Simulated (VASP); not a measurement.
# Nb4H in VASP: single point with PBE

Aim: the single point of Nb4H with PBE.

Everything below comes from runs of VASP 6.6.1. Logs are shortened: lines on timing, memory, paths and dates and some standing lists are left out, and cuts for length are marked.

### Step 1. The cell of the first run

The cell holds a slab with vacuum, 5 atoms: a = 2.983 Å, b = 4.218 Å, c = 19.813 Å, α = 90.00°, β = 90.00°, γ = 90.00°.

### Step 2. Single point, PBE

Contents of INCAR:

```
  PREC = Accurate
  ENCUT = 520
  EDIFF = 1E-6
  ISMEAR = 0
  SIGMA = 0.1
  LREAL = F
  LASPH = T
  NELM = 80
  ALGO = Normal
  ISIF = 2
  LWAVE = F
  LCHARG = F
  LDIPOL = T
  IDIPOL = 3
  DIPOL = 0.5 0.5 0.342
  GGA = PE
  NBANDS = 34
```

Contents of KPOINTS:

```
Automatic mesh
0
Gamma
  9 6 1
```

Contents of POSCAR:

```
Nb4H
1.0
    2.9829001615      0.0000000000      0.0000000000
    0.0000000000      4.2184578637      0.0000000000
    0.0000000000      0.0000000000     19.8127690725
Nb H
4 1
Direct
    0.5000000000      0.5000000000      0.2018900026
    0.0000000000      0.0000000000      0.2771672178
    0.5000000000      0.5000000000      0.3569599732
    0.0000000000      0.0000000000      0.4195662425
    0.5000000000      0.5000000000      0.4546934712
```

Potentials or basis: VASP PAW PBE potentials, release 64 (Nb_sv, H).

Command:

```bash
cat potpaw_PBE.64/Nb_sv/POTCAR potpaw_PBE.64/H/POTCAR > POTCAR
mpirun -np 1 vasp_std > vasp.out
```

OUTCAR:

```text
PREC = Accurate
   ENCUT = 520
   EDIFF = 1E-6
   ISMEAR = 0
   LREAL = F
   LASPH = T
   NELM = 80
   ISIF = 2
   GGA = PE

 ion  position               nearest neighbor table
   1  0.500  0.500  0.202-   2 2.98   2 2.98   2 2.98   2 2.98
   2  0.000  0.000  0.277-   4 2.82   1 2.98   1 2.98   1 2.98   1 2.98   3 3.03   3 3.03   3 3.03
                             3 3.03
   3  0.500  0.500  0.357-   5 1.94   4 2.87   4 2.87   4 2.87   4 2.87   2 3.03   2 3.03   2 3.03
                             2 3.03
   4  0.000  0.000  0.420-   2 2.82   3 2.87   3 2.87   3 2.87   3 2.87
   5  0.500  0.500  0.455-   3 1.94

  LATTYP: Found a simple orthorhombic cell.
 ALAT       =     2.9829001615
 B/A-ratio  =     1.4142135624
 C/A-ratio  =     6.6421160615

  Lattice vectors:

 A1 = (   2.9829001615,   0.0000000000,   0.0000000000)
 A2 = (   0.0000000000,   4.2184578637,   0.0000000000)
 A3 = (   0.0000000000,   0.0000000000,  19.8127690725)

Analysis of symmetry for initial positions (statically):
=====================================================================
 Subroutine PRICEL returns:
 Original cell was already a primitive cell.

 Routine SETGRP: Setting up the symmetry group for a
 simple orthorhombic supercell.

 Subroutine GETGRP returns: Found  4 space group operations
 (whereof  4 operations were pure point group operations)
 out of a pool of  8 trial point group operations.

The static configuration has the point symmetry C_2v.

Analysis of symmetry for dynamics (positions and initial velocities):
=====================================================================
 Subroutine PRICEL returns:
 Original cell was already a primitive cell.

 Routine SETGRP: Setting up the symmetry group for a
 simple orthorhombic supercell.

 Subroutine GETGRP returns: Found  4 space group operations
 (whereof  4 operations were pure point group operations)
 out of a pool of  8 trial point group operations.

The dynamic configuration has the point symmetry C_2v.

 Subroutine INISYM returns: Found  4 space group operations
 (whereof  4 operations are pure point group operations),
 and found     1 'primitive' translations

----------------------------------------------------------------------------------------

                                     Primitive cell

[... 97 lines left out ...]
   ISIF   =      2    stress and relaxation
   ISYM   =      2    0-nonsym 1-usesym 2-fastsym
   POTIM  = 0.5000    time-step for ionic-motion
   TEBEG  =    0.0;   TEEND  =   0.0 temperature during run
   PSTRESS=    0.0 pullay stress
   NELECT =      53.0000    total number of electrons
   NUPDOWN=      -1.0000    fix difference up-down
   EMIN   =  10.00;   EMAX   =-10.00  energy-range for DOS
   EFERMI =   0.00;   METHOD = LEGACY
   ISMEAR =     0;   SIGMA  =   0.10  broadening in eV -4-tet -1-fermi 0-gaus
   EFERMI_NEDOS =   21; number of points for ismear=-14 and -15
   IALGO  =     38    algorithm
   IMIX   =      4    mixing-type and parameters
     AMIX     =   0.40;   BMIX     =  1.00
     AMIX_MAG =   1.60;   BMIX_MAG =  1.00
  volume/ion in A,a.u.               =      49.86       336.48
  Fermi-wavevector in a.u.,A,eV,Ry     =   0.977059  1.846374 12.988732  0.954645
  Thomas-Fermi vector in A             =   2.107727
   LORBIT       =      0    0 simple, 1 ext, 2 COOP (PROOUT), +10 PAW based schemes
   GGA     = PE    functional components
   LHFCALC =     F    Hartree Fock is set to
   AEXX    =    0.0000 exact exchange contribution
   IVDW    =     0    specifies the selected vdW correction
   LEPSILON=     F    determine dielectric tensor
   LRPA    =     F    only Hartree local field effects (RPA)
 non-spin polarized calculation
 Gauss-broadening in eV      SIGMA  =   0.10
  energy-cutoff  :      520.00
  volume of cell :      249.31
 maximum number of plane-waves:      6753
 NGX is ok and might be reduce to    24
   NGX = 11   NGY = 15   NGZ = 73

 dipolmoment           0.000000      0.000000     -0.002512 electrons x Angstroem

 number of electron      53.0000006 magnetization

 dipolmoment           0.000000      0.000000      0.004190 electrons x Angstroem

 Free energy of the ion-electron system (eV)
  ---------------------------------------------------
  ext. energy  EPLUGINS =         0.00000000
  ---------------------------------------------------
  free energy    TOTEN  =       -39.78940356 eV

  energy without entropy =      -39.76095514  energy(sigma->0) =      -39.77517935

 E-fermi :   0.9449     XC(G=0):  -4.8990

 val. band max:        0.9386128322   @ k =   0.4444   0.0000   0.0000
 cond. band min:       0.9634021541   @ k =   0.1111   0.5000   0.0000
 fundamental gap:      0.0247893219
 Fermi energy:         0.9449409634

 k-point     1 :       0.0000    0.0000    0.0000
  band No.  band energies     occupation
      1     -54.0596      2.00000
      2     -53.9938      2.00000
      3     -53.7538      2.00000
      4     -53.4972      2.00000
      5     -30.3969      2.00000
      6     -30.3137      2.00000
[... 729 lines left out ...]
     33       3.2513      0.00000
     34       3.4449      0.00000

------------------------ aborting loop because EDIFF is reached ----------------------------------------

 vacuum level on the upper side and lower side of the slab       (xc-potential included)        -0.104        -0.204

  FORCE on cell =-STRESS in cart. coord.  units (eV):
  Direction    XX          YY          ZZ          XY          YZ          ZX
  --------------------------------------------------------------------------------------
  -------------------------------------------------------------------------------------
  Total       -5.7268767     -6.0025568     -1.5464448      0.0000000      0.0000000      0.0000000
  in kB      -36.8036424    -38.5752948     -9.9381923      0.0000000      0.0000000      0.0000000
  external PRESSURE =     -28.4390432 kB  Pullay stress =       0.0000000 kB

 VOLUME and BASIS-vectors are now :
 -----------------------------------------------------------------------------
  energy-cutoff  :      520.00
  volume of cell :      249.31
      direct lattice vectors                 reciprocal lattice vectors
     2.982900161  0.000000000  0.000000000     0.335244207  0.000000000  0.000000000
     0.000000000  4.218457864  0.000000000     0.000000000  0.237053452  0.000000000
     0.000000000  0.000000000 19.812769073     0.000000000  0.000000000  0.050472501

 POSITION                                       TOTAL-FORCE (eV/Angst)
 -----------------------------------------------------------------------------------
      1.49145      2.10923      4.00000         0.000000      0.000000      1.105095
      0.00000      0.00000      5.49145         0.000000      0.000000     -0.981530
      1.49145      2.10923      7.07237         0.000000      0.000000     -0.412131
      0.00000      0.00000      8.31277         0.000000      0.000000      0.291582
      1.49145      2.10923      9.00874         0.000000      0.000000     -0.003017
 -----------------------------------------------------------------------------------
    total drift:                                0.000000      0.000000      0.000566

  FREE ENERGIE OF THE ION-ELECTRON SYSTEM (eV)
  ---------------------------------------------------
  free  energy   TOTEN  =       -39.7894035625 eV

  energy  without entropy=      -39.7609551450  energy(sigma->0) =      -39.77517935

 vacuum level on the upper side and lower side of the slab         4.454         4.346
```

It took 2.3 min on 1 thread of Intel Xeon 6975P-C (Granite Rapids), shared host; peak memory 0.39 GiB.

Results:

```yaml
Free_energy: -39.7894 eV
Largest_force: 1.105 eV/Å
```

Forces on the atoms (eV/Å):
```
Nb   0.000  0.000  1.105
Nb   0.000  0.000 -0.982
Nb   0.000  0.000 -0.412
Nb   0.000  0.000  0.292
H    0.000  0.000 -0.003
```
